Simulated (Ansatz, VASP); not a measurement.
## Y4I in VASP and in Ansatz

```
CELL_PARAMETERS angstrom
5.81860 0.00000 0.00000
0.00000 5.81860 0.00000
0.00000 0.00000 5.81860
ATOMIC_POSITIONS crystal
Y 0.28860 0.28860 0.28860
Y 0.71140 0.71140 0.28860
Y 0.28860 0.71140 0.71140
Y 0.71140 0.28860 0.71140
I 0.00000 0.00000 0.00000
```

Change from the starting cell: species swapped into the SnI4 type (P-43m, No. 215).

Alike in both runs: task relaxation of cell and atoms; functional PBE; k mesh 6 × 6 × 6; occupations gaussian, width 0.1 eV; no spin polarisation.

|  | VASP | Ansatz |
| --- | --- | --- |
| version | VASP 6.6.1 | Ansatz 0.2.0 |
| potentials or method | VASP PAW PBE potentials, release 64 (Y_sv, I), cutoff 600 eV | scalar-relativistic, plane waves, PAW |
| valence electrons in the cell | 51 | 61 |

Ansatz gave:

| Quantity | Value |
| --- | --- |
| gap on the k mesh at the Fermi level, each at its own relaxed structure (eV) | none |
| relaxed volume (Å³/atom) | 39.62 |
| relaxed cell length with the largest relative difference (Å) | 5.830 |

Problem. What did VASP give for the same quantities?

Solution. gap on the k mesh at the Fermi level, each at its own relaxed structure (eV): none; relaxed volume (Å³/atom): 39.53; relaxed cell length with the largest relative difference (Å): 5.825.

A gap of «none» marks a metal or a gap that the smearing closes. VASP's potentials hold 51 valence electrons a cell and Ansatz's 61, so a difference there can come from the potentials and not from the codes.

Neither program's run includes spin-orbit coupling.
